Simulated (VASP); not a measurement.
A run of VASP 6.6.1 is set up as follows.

INCAR

```
PREC = Accurate ; ENCUT = 520
EDIFF = 1E-6 ; ISMEAR = 0
SIGMA = 0.01 ; LREAL = F
LASPH = T ; NELM = 150
ALGO = Normal ; ISIF = 2
LWAVE = F ; LCHARG = F
ISPIN = 2 ; MAGMOM = 0.125 0.125 0.125 0 0.125 0.125 0.125 0.125 0.125
LORBIT = 11 ; GGA = PE
IVDW = 12 ; NBANDS = 34
```

File KPOINTS:

```
Automatic mesh
0
Gamma
  4 4 4
  0.5 0.5 0.5
```

Contents of POSCAR:

```
C8F
1.0
    1.4016068366      2.4649234226     -3.3810743151
    1.4016068366     -2.4649234226     -3.3810743151
   -2.8677434801      0.0000000000     -3.3594911937
C F
8 1
Direct
    0.9116807322      0.4169324693      0.6598150184
    0.4292698438      0.9144058709      0.6655776265
    0.9181582028      0.9150874586      0.1783727281
    0.4111122799      0.4076836866      0.1592906016
    0.0790429811      0.5749676549      0.3278384765
    0.5831675560      0.0784480353      0.3314416681
    0.0728171159      0.0658096940      0.8213592147
    0.5790251985      0.5744726555      0.8267831897
    0.9428094231      0.8959424747      0.6961881429
```

Potentials or basis: VASP PAW PBE potentials, release 64 (C, F).

Command:

```bash
$ cat potpaw_PBE.64/C/POTCAR potpaw_PBE.64/F/POTCAR > POTCAR
$ mpirun -np 1 vasp_std > vasp.out
```

Estimate the largest force.

0.308 eV/Å.

What does it give for the dispersion energy per atom?

-0.148 eV.

What does it give for the site moments?

C +0.01, +0.03, +0.02, -0.00, -0.01 (each value once); F +0.02 μB.

Forces in eV/Å, atoms in the order of the input:
```
C   -0.027  0.041 -0.026
C   -0.034  0.024  0.016
C   -0.014  0.040  0.011
C   -0.007  0.010 -0.026
C    0.045 -0.008 -0.009
C    0.036 -0.044  0.012
C    0.023 -0.042 -0.277
C   -0.018 -0.033 -0.008
F   -0.004  0.011  0.308
```

Caveat: the k points lie up to 0.40 Å⁻¹ apart; the cell differs from its parent crystal (with an interstitial atom, then relaxed in part).
